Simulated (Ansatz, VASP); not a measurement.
Two plane-wave programs on ZnW

File INCAR:

```
SYSTEM = ZnW
PREC     = Accurate       ! precision mode
ENCUT    = 600            ! plane-wave cutoff, eV
EDIFF    = 1E-6           ! SCF threshold, eV
ISMEAR   = 0              ! smearing method
SIGMA    = 0.1            ! smearing width, eV
LREAL    = .False.        ! projectors in reciprocal space
LASPH    = .True.         ! aspherical terms in the spheres
NELM     = 100            ! most SCF steps
ALGO     = Normal         ! electronic algorithm
ISIF     = 3              ! what is computed and relaxed
LWAVE    = .False.        ! write WAVECAR
LCHARG   = .False.        ! write CHGCAR
GGA      = PE             ! functional
IBRION   = 2              ! ionic algorithm
NSW      = 90             ! ionic steps
EDIFFG   = -0.04          ! ionic threshold
```

File KPOINTS:

```
Automatic mesh
0
Gamma
  6 6 6
  0 0 0
```

The input POSCAR:

```
ZnW
1.0
    0.0000000000      3.1861058053      3.1861058053
    3.1861058053      0.0000000000      3.1861058053
    3.1861058053      3.1861058053      0.0000000000
Zn W
2 2
Direct
    0.5000000000      0.5000000000      0.5000000000
    0.7500000000      0.7500000000      0.7500000000
    0.0000000000      0.0000000000      0.0000000000
    0.2500000000      0.2500000000      0.2500000000
```

Input for Ansatz:

```yaml
crystal:
  lattice:
    - [0.0, 3.1861058053, 3.1861058053]
    - [3.1861058053, 0.0, 3.1861058053]
    - [3.1861058053, 3.1861058053, 0.0]
  atoms:
    - { symbol: Zn, position: [0.5, 0.5, 0.5] }
    - { symbol: Zn, position: [0.75, 0.75, 0.75] }
    - { symbol: W, position: [0.0, 0.0, 0.0] }
    - { symbol: W, position: [0.25, 0.25, 0.25] }
basis:
  ecutwfc: 420
kpoints:
  mp_grid: { grid: [6, 6, 6] }
hamiltonian:
  xc: pbe
scf:
  occupations: { method: gaussian, width: 0.1 }
  lower_state_search: "off"
output:
  forces: true
  stress: true
  eigenvalues: true
relax:
  adjacent_minimum: "off"
  f_tol: 0.04
  max_steps: 70
  cell: { stress_tol: 0.4 }
```

Alike in both runs: task relaxation of cell and atoms; functional PBE; k mesh 6 × 6 × 6; occupations gaussian, width 0.1 eV; no spin polarisation.

|  | VASP | Ansatz |
| --- | --- | --- |
| version | VASP 6.6.1 | Ansatz 0.2.0 |
| potentials or method | VASP PAW PBE potentials, release 64 (Zn, W_sv), cutoff 600 eV | scalar-relativistic, plane waves, PAW |
| valence electrons in the cell | 52 | 52 |

Ansatz gave:

| Item | Value |
| --- | --- |
| gap on the k mesh at the Fermi level, each at its own relaxed structure (eV) | none |
| relaxed volume (Å³/atom) | 15.34 |
| relaxed cell length with the largest relative difference (Å) | 4.427 |

Q: Estimate VASP's values.

A: gap on the k mesh at the Fermi level, each at its own relaxed structure (eV): none; relaxed volume (Å³/atom): 15.40; relaxed cell length with the largest relative difference (Å): 4.433.

A gap of «none» marks a metal or a gap that the smearing closes.

Spin-orbit coupling is off throughout.
